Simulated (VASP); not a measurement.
# Cd (P6_3/mmc) in VASP: notebook

Cd is run at these levels: PBE; tasks: electric field gradients.

All numbers are computed with VASP 6.6.1; they aren't measurements. Logs are shortened: lines on timing, memory, paths and dates and some standing lists are left out, and cuts for length are marked.

## Step 1: The cell of the first run

It takes space group P6_3/mmc (No. 194, hexagonal). Conventional cell: a = 2.939 Å, b = 2.939 Å, c = 5.542 Å, α = 90.00°, β = 90.00°, γ = 120.00°. Within 3.9 Å of Cd (site symmetry -6m2) lie 12 Cd at 2.94 to 3.25 Å.

## Step 2: Electric field gradients, PBE (20.72 Å³/atom)

INCAR reads:

```
  PREC = Accurate
  ENCUT = 520
  EDIFF = 1E-8
  ISMEAR = -1
  SIGMA = 0.05
  LREAL = False
  LASPH = True
  NELM = 100
  ALGO = Normal
  ISIF = 2
  LWAVE = False
  LCHARG = False
  GGA = PE
  LEFG = True
  NBANDS = 19
```

KPOINTS reads:

```
Automatic mesh
0
Gamma
  14 14 7
```

POSCAR reads:

```
Cd
1.0
    2.9386125390      0.0000000000      0.0000000000
   -1.4693062694      2.5449131106      0.0000000000
    0.0000000000      0.0000000000      5.5417265038
Cd
2
Direct
    0.3333333333      0.6666666667      0.2500000000
    0.6666666667      0.3333333333      0.7500000000
```

Potentials or basis: VASP PAW PBE potentials, release 64 (Cd).

Started as:

```console
$ cat potpaw_PBE.64/Cd/POTCAR > POTCAR
$ mpirun -np 1 vasp_std > vasp.out
```

OUTCAR:

```text
PREC = Accurate
   ENCUT = 520
   EDIFF = 1E-8
   ISMEAR = -1
   LREAL = False
   LASPH = True
   NELM = 100
   ISIF = 2
   GGA = PE

 ion  position               nearest neighbor table
   1  0.333  0.667  0.250-   2 3.25   2 3.25   2 3.25   2 3.25   2 3.25   2 3.25
   2  0.667  0.333  0.750-   1 3.25   1 3.25   1 3.25   1 3.25   1 3.25   1 3.25

  LATTYP: Found a hexagonal cell.
 ALAT       =     2.9386125390
 C/A-ratio  =     1.8858309594

  Lattice vectors:

 A1 = (   2.9386125390,   0.0000000000,   0.0000000000)
 A2 = (  -1.4693062694,   2.5449131106,   0.0000000000)
 A3 = (   0.0000000000,   0.0000000000,   5.5417265038)

Analysis of symmetry for initial positions (statically):
=====================================================================
 Subroutine PRICEL returns:
 Original cell was already a primitive cell.

 Routine SETGRP: Setting up the symmetry group for a
 hexagonal supercell.

 Subroutine GETGRP returns: Found 24 space group operations
 (whereof 12 operations were pure point group operations)
 out of a pool of 24 trial point group operations.

The static configuration has the point symmetry D_3d.
 The point group associated with its full space group is D_6h.

Analysis of symmetry for dynamics (positions and initial velocities):
=====================================================================
 Subroutine PRICEL returns:
 Original cell was already a primitive cell.

 Routine SETGRP: Setting up the symmetry group for a
 hexagonal supercell.

 Subroutine GETGRP returns: Found 24 space group operations
 (whereof 12 operations were pure point group operations)
 out of a pool of 24 trial point group operations.

The dynamic configuration has the point symmetry D_3d.
 The point group associated with its full space group is D_6h.

 Subroutine INISYM returns: Found 24 space group operations
 (whereof 12 operations are pure point group operations),
 and found     1 'primitive' translations

----------------------------------------------------------------------------------------

                                     Primitive cell

  volume of cell :      41.4439

  direct lattice vectors                    reciprocal lattice vectors
     2.938612539  0.000000000  0.000000000     0.340296649  0.196470362  0.000000000
    -1.469306269  2.544913111  0.000000000     0.000000000  0.392940724  0.000000000
     0.000000000  0.000000000  5.541726504     0.000000000  0.000000000  0.180449179

  length of vectors
     2.938612539  2.938612539  5.541726504     0.392940724  0.392940724  0.180449179

  position of ions in fractional coordinates (direct lattice)
     0.333333333  0.666666667  0.250000000
     0.666666667  0.333333333  0.750000000

  ion indices of the primitive-cell ions
   primitive index   ion index
                 1           1
                 2           2

----------------------------------------------------------------------------------------

 KPOINTS: Automatic mesh

Automatic generation of k-mesh.
 Grid dimensions read from file:
 generate k-points for:   14   14    7

 Generating k-lattice:

  Cartesian coordinates                     Fractional coordinates (reciprocal lattice)
     0.024306904  0.014033597  0.000000000     0.071428571  0.000000000  0.000000000
     0.000000000  0.028067195  0.000000000     0.000000000  0.071428571  0.000000000
     0.000000000  0.000000000  0.025778454     0.000000000  0.000000000  0.142857143

  Length of vectors
     0.028067195  0.028067195  0.025778454

  Shift w.r.t. Gamma in fractional coordinates (k-lattice)
     0.000000000  0.000000000  0.000000000

 Subroutine IBZKPT returns following result:
 ===========================================

 Found     96 irreducible k-points:

 Following reciprocal coordinates:
            Coordinates               Weight
  0.000000  0.000000  0.000000      1.000000
  0.071429  0.000000  0.000000      6.000000
  0.142857  0.000000  0.000000      6.000000
  0.214286  0.000000  0.000000      6.000000
  0.285714  0.000000  0.000000      6.000000
  0.357143  0.000000  0.000000      6.000000
[... 16 lines left out ...]
  0.285714  0.285714  0.000000      6.000000
  0.357143  0.285714  0.000000      6.000000
 [... further k-points ...]
   k-points           NKPTS =     96   k-points in BZ     NKDIM =     96   number of bands    NBANDS=     19
   number of dos      NEDOS =    301   number of ions     NIONS =      2
   total plane-waves  NPLWV =  24192
   dimension x,y,z NGX =    24 NGY =   24 NGZ =   42
   dimension x,y,z NGXF=    48 NGYF=   48 NGZF=   84
   ions per type =               2
   NGX,Y,Z   is equivalent  to a cutoff of  13.58, 13.58, 12.60 a.u.
   NGXF,Y,Z  is equivalent  to a cutoff of  27.16, 27.16, 25.20 a.u.
 SYSTEM =  unknown system
   PREC   = accura    normal or accurate (medium, high low for compatibility)
   ISTART =      0    job   : 0-new  1-cont  2-samecut
   ICHARG =      2    charge: 1-file 2-atom 10-const
   ISPIN  =      1    spin polarized calculation?
   LNONCOLLINEAR =      F non collinear calculations
   LSORBIT =      F    spin-orbit coupling
   LASPH  =      T    aspherical Exc in radial PAW
   ENCUT  =  520.0 eV  38.22 Ry    6.18 a.u.   5.46  5.46 10.30*2*pi/ulx,y,z
   NELM   =    100;   NELMIN=  2; NELMDL= -5     # of ELM steps
   EDIFF  = 0.1E-07   stopping-criterion for ELM
   LREAL  =      F    real-space projection
   EDIFFG = 0.1E-06   stopping-criterion for IOM
   NSW    =      0    number of steps for IOM
   IBRION =     -1    ionic relax: 0-MD 1-quasi-New 2-CG
   NFREE  =      0    steps in history (QN), initial steepest desc. (CG)
   ISIF   =      2    stress and relaxation
   ISYM   =      2    0-nonsym 1-usesym 2-fastsym
   POTIM  = 0.5000    time-step for ionic-motion
   TEBEG  =    0.0;   TEEND  =   0.0 temperature during run
   PSTRESS=    0.0 pullay stress
   NELECT =      24.0000    total number of electrons
   NUPDOWN=      -1.0000    fix difference up-down
   EMIN   =  10.00;   EMAX   =-10.00  energy-range for DOS
   EFERMI =   0.00;   METHOD = LEGACY
   ISMEAR =    -1;   SIGMA  =   0.05  broadening in eV -4-tet -1-fermi 0-gaus
   EFERMI_NEDOS =   21; number of points for ismear=-14 and -15
   IALGO  =     38    algorithm
   IMIX   =      4    mixing-type and parameters
     AMIX     =   0.40;   BMIX     =  1.00
     AMIX_MAG =   1.60;   BMIX_MAG =  1.00
  volume/ion in A,a.u.               =      20.72       139.84
  Fermi-wavevector in a.u.,A,eV,Ry     =   1.364557  2.578639 25.334275  1.862017
  Thomas-Fermi vector in A             =   2.490863
   LORBIT       =      0    0 simple, 1 ext, 2 COOP (PROOUT), +10 PAW based schemes
   GGA     = PE    functional components
   LHFCALC =     F    Hartree Fock is set to
   AEXX    =    0.0000 exact exchange contribution
   IVDW    =     0    specifies the selected vdW correction
   LEPSILON=     F    determine dielectric tensor
   LRPA    =     F    only Hartree local field effects (RPA)
 non-spin polarized calculation
  energy-cutoff  :      520.00
  volume of cell :       41.44
 maximum number of plane-waves:      1149
 NGX is ok and might be reduce to    24
   NGX = 11   NGY = 11   NGZ = 21

 number of electron      24.0000013 magnetization

 Free energy of the ion-electron system (eV)
  ---------------------------------------------------
  ext. energy  EPLUGINS =         0.00000000
  ---------------------------------------------------
  free energy    TOTEN  =        -1.40939787 eV

  energy without entropy =       -1.40325452  energy(sigma->0) =       -1.40632619

 E-fermi :   3.3048     XC(G=0): -11.2510

 val. band max:        3.2992295887   @ k =   0.3571   0.0714   0.0000
 cond. band min:       3.3322699131   @ k =   0.2143   0.1429   0.0000
 fundamental gap:      0.0330403244
 Fermi energy:         3.3047750948

 k-point     1 :       0.0000    0.0000    0.0000
  band No.  band energies     occupation
      1      -6.7977      2.00000
      2      -6.5101      2.00000
      3      -6.0931      2.00000
      4      -6.0931      2.00000
      5      -6.0368      2.00000
      6      -6.0368      2.00000
[... 11 lines left out ...]
     18      18.6225      0.00000
     19      19.2461      0.00000
[... 485 lines left out ...]
 k-point    24 :       0.3571    0.2857    0.0000
  band No.  band energies     occupation
      1      -6.4229      2.00000
      2      -6.2144      2.00000
      3      -6.0810      2.00000
      4      -6.0239      2.00000
      5      -6.0021      2.00000
      6      -5.8664      2.00000
[... 11 lines left out ...]
     18       9.5178      0.00000
     19      11.4132      0.00000

 [... further k-points ...]

------------------------ aborting loop because EDIFF is reached ----------------------------------------

  FORCE on cell =-STRESS in cart. coord.  units (eV):
  Direction    XX          YY          ZZ          XY          YZ          ZX
  --------------------------------------------------------------------------------------
  -------------------------------------------------------------------------------------
  Total        1.8696877      1.8696877      1.1135011      0.0000000      0.0000000      0.0000000
  in kB       72.2801874     72.2801874     43.0467990      0.0000000      0.0000000      0.0000000
  external PRESSURE =      62.5357246 kB  Pullay stress =       0.0000000 kB

 VOLUME and BASIS-vectors are now :
 -----------------------------------------------------------------------------
  energy-cutoff  :      520.00
  volume of cell :       41.44
      direct lattice vectors                 reciprocal lattice vectors
     2.938612539  0.000000000  0.000000000     0.340296649  0.196470362  0.000000000
    -1.469306269  2.544913111  0.000000000     0.000000000  0.392940724  0.000000000
     0.000000000  0.000000000  5.541726504     0.000000000  0.000000000  0.180449179

 POSITION                                       TOTAL-FORCE (eV/Angst)
 -----------------------------------------------------------------------------------
     -0.00000      1.69661      1.38543         0.000000     -0.000000      0.000000
      1.46931      0.84830      4.15629        -0.000000      0.000000      0.000000
 -----------------------------------------------------------------------------------
    total drift:                               -0.000000      0.000000      0.000000

  FREE ENERGIE OF THE ION-ELECTRON SYSTEM (eV)
  ---------------------------------------------------
  free  energy   TOTEN  =        -1.4093978685 eV

  energy  without entropy=       -1.4032545190  energy(sigma->0) =       -1.40632619

 Electric field gradients (V/A^2)
---------------------------------------------------------------------
 ion       V_xx      V_yy      V_zz      V_xy      V_xz      V_yz
---------------------------------------------------------------------
   1     -43.829   -43.827    87.656     0.001     0.000    -0.000
   2     -43.829   -43.827    87.656     0.001    -0.000     0.000
---------------------------------------------------------------------

 Electric field gradients after diagonalization (V/A^2)
 (convention: |V_zz| > |V_xx| > |V_yy|)
----------------------------------------------------------------------
 ion       V_xx      V_yy      V_zz     asymmetry (V_yy - V_xx)/ V_zz
----------------------------------------------------------------------
   1     -43.830   -43.827    87.656       0.000
   2     -43.830   -43.827    87.656       0.000
----------------------------------------------------------------------

           NMR quadrupolar parameters

 Cq : quadrupolar parameter    Cq=e*Q*V_zz/h
 eta: asymmetry parameters     (V_yy - V_xx)/ V_zz
 Q  : nuclear electric quadrupole moment in mb (millibarn)
----------------------------------------------------------------------
 ion       Cq(MHz)       eta       Q (mb)
----------------------------------------------------------------------
   1       0.212       0.000       1.000
   2       0.212       0.000       1.000
----------------------------------------------------------------------
```

It took 1.9 min on 1 thread of Intel Xeon 8259CL, shared host; peak memory 0.2 GiB.

What came out:

- Free energy: -1.4094 eV
- Pressure: 6.3 GPa
- Band gap on the k mesh: zero (bands 12 and 13 overlap by 4.36 eV)
- Largest electric field gradient by atom: Cd +87.7 V/Å²

Electric field gradients, principal values (V/Å²):
```csv
atom,least,middle,greatest (by size)
1 Cd,-43.827,-43.830,87.656
2 Cd,-43.827,-43.830,87.656
```

Caveat: the cell stands under pressure; without QUAD_EFG the Cq values of the log hold for a quadrupole moment of 1 mb, not for the nuclei.

## Step 3: Electric field gradients, PBE (20.72 Å³/atom)

INCAR reads:

```
SYSTEM = Cd
PREC = Accurate
ENCUT = 520
EDIFF = 1E-8
ISMEAR = -1
SIGMA = 0.05
LREAL = .False.
LASPH = .True.
NELM = 80
ALGO = Normal
ISIF = 2
LWAVE = .False.
LCHARG = .False.
GGA = PE
LEFG = .True.
NBANDS = 19
```

KPOINTS reads:

```
Automatic mesh
0
Gamma
  14 14 7
  0 0 0
```

POSCAR is that of step 2.

Potentials or basis: VASP PAW PBE potentials, release 64 (Cd).

Started as:

```console
$ cat potpaw_PBE.64/Cd/POTCAR > POTCAR
$ mpirun -np 1 vasp_std > vasp.out
```

OUTCAR:

```text
SYSTEM = Cd
   PREC = Accurate
   ENCUT = 520
   EDIFF = 1E-8
   ISMEAR = -1
   LREAL = .False.
   LASPH = .True.
   NELM = 80
   ISIF = 2
   GGA = PE

 ion  position               nearest neighbor table
   1  0.333  0.667  0.250-   2 3.25   2 3.25   2 3.25   2 3.25   2 3.25   2 3.25
   2  0.667  0.333  0.750-   1 3.25   1 3.25   1 3.25   1 3.25   1 3.25   1 3.25

  LATTYP: Found a hexagonal cell.
 ALAT       =     2.9386125390
 C/A-ratio  =     1.8858309594

  Lattice vectors:

 A1 = (   2.9386125390,   0.0000000000,   0.0000000000)
 A2 = (  -1.4693062694,   2.5449131106,   0.0000000000)
 A3 = (   0.0000000000,   0.0000000000,   5.5417265038)

Analysis of symmetry for initial positions (statically):
=====================================================================
 Subroutine PRICEL returns:
 Original cell was already a primitive cell.

 Routine SETGRP: Setting up the symmetry group for a
 hexagonal supercell.

 Subroutine GETGRP returns: Found 24 space group operations
 (whereof 12 operations were pure point group operations)
 out of a pool of 24 trial point group operations.

The static configuration has the point symmetry D_3d.
 The point group associated with its full space group is D_6h.

Analysis of symmetry for dynamics (positions and initial velocities):
=====================================================================
 Subroutine PRICEL returns:
 Original cell was already a primitive cell.

 Routine SETGRP: Setting up the symmetry group for a
 hexagonal supercell.

 Subroutine GETGRP returns: Found 24 space group operations
 (whereof 12 operations were pure point group operations)
[... 159 lines left out ...]
  band No.  band energies     occupation
      1      -6.7977      2.00000
      2      -6.5101      2.00000
      3      -6.0931      2.00000
      4      -6.0931      2.00000
      5      -6.0368      2.00000
      6      -6.0368      2.00000
[... 505 lines left out ...]
      6      -5.8664      2.00000
[... 11 lines left out ...]
     18       9.5178      0.00000
     19      11.4132      0.00000

 [... further k-points ...]

------------------------ aborting loop because EDIFF is reached ----------------------------------------

  FORCE on cell =-STRESS in cart. coord.  units (eV):
  Direction    XX          YY          ZZ          XY          YZ          ZX
  --------------------------------------------------------------------------------------
  -------------------------------------------------------------------------------------
  Total        1.8696877      1.8696877      1.1135011      0.0000000      0.0000000      0.0000000
  in kB       72.2801874     72.2801874     43.0467990      0.0000000      0.0000000      0.0000000
  external PRESSURE =      62.5357246 kB  Pullay stress =       0.0000000 kB

 VOLUME and BASIS-vectors are now :
 -----------------------------------------------------------------------------
  energy-cutoff  :      520.00
  volume of cell :       41.44
      direct lattice vectors                 reciprocal lattice vectors
     2.938612539  0.000000000  0.000000000     0.340296649  0.196470362  0.000000000
    -1.469306269  2.544913111  0.000000000     0.000000000  0.392940724  0.000000000
     0.000000000  0.000000000  5.541726504     0.000000000  0.000000000  0.180449179

 POSITION                                       TOTAL-FORCE (eV/Angst)
 -----------------------------------------------------------------------------------
     -0.00000      1.69661      1.38543         0.000000     -0.000000      0.000000
      1.46931      0.84830      4.15629        -0.000000      0.000000      0.000000
 -----------------------------------------------------------------------------------
    total drift:                               -0.000000      0.000000      0.000000

  FREE ENERGIE OF THE ION-ELECTRON SYSTEM (eV)
  ---------------------------------------------------
  free  energy   TOTEN  =        -1.4093978685 eV

  energy  without entropy=       -1.4032545190  energy(sigma->0) =       -1.40632619

 Electric field gradients (V/A^2)
---------------------------------------------------------------------
 ion       V_xx      V_yy      V_zz      V_xy      V_xz      V_yz
---------------------------------------------------------------------
   1     -43.829   -43.827    87.656     0.001     0.000    -0.000
   2     -43.829   -43.827    87.656     0.001    -0.000     0.000
---------------------------------------------------------------------

 Electric field gradients after diagonalization (V/A^2)
 (convention: |V_zz| > |V_xx| > |V_yy|)
----------------------------------------------------------------------
 ion       V_xx      V_yy      V_zz     asymmetry (V_yy - V_xx)/ V_zz
----------------------------------------------------------------------
   1     -43.830   -43.827    87.656       0.000
   2     -43.830   -43.827    87.656       0.000
----------------------------------------------------------------------

           NMR quadrupolar parameters

 Cq : quadrupolar parameter    Cq=e*Q*V_zz/h
 eta: asymmetry parameters     (V_yy - V_xx)/ V_zz
 Q  : nuclear electric quadrupole moment in mb (millibarn)
----------------------------------------------------------------------
 ion       Cq(MHz)       eta       Q (mb)
----------------------------------------------------------------------
   1       0.212       0.000       1.000
   2       0.212       0.000       1.000
----------------------------------------------------------------------
```

Run time: 98 s. Hardware: 1 thread of Intel Xeon 8259CL, shared host; peak memory 0.2 GiB.

What came out:

```
Free energy                             : -1.4094 eV
Pressure                                : 6.3 GPa
Band gap on the k mesh                  : zero (bands 12 and 13 overlap by 4.36 eV)
Largest electric field gradient by atom : Cd +87.7 V/Å²
```

Stress tensor (GPa, compression positive):
```
7.23 0.00 0.00
0.00 7.23 0.00
0.00 0.00 4.30
```

Levels at points of the mesh, in eV from the Fermi level:
```csv
k point,band 9,band 10,band 11,band 12,band 13,band 14,band 15,band 16
"(0.00, 0.00, 0.00)",-8.83,-8.56,-8.56,-3.26,-3.02,10.78,14.61,15.28
"(0.50, 0.00, 0.00)",-8.27,-8.24,-2.48,-1.88,2.05,3.04,3.39,5.34
```

Electric field gradients, principal values (V/Å²):
```tsv
atom	least	middle	greatest (by size)
1 Cd	-43.827	-43.830	87.656
2 Cd	-43.827	-43.830	87.656
```

Caveat: the cell stands under pressure; without QUAD_EFG the Cq values of the log hold for a quadrupole moment of 1 mb, not for the nuclei.

[end of part 1 of 2]

The gap in the log of VASP goes by the Fermi energy; the results here count the filled bands.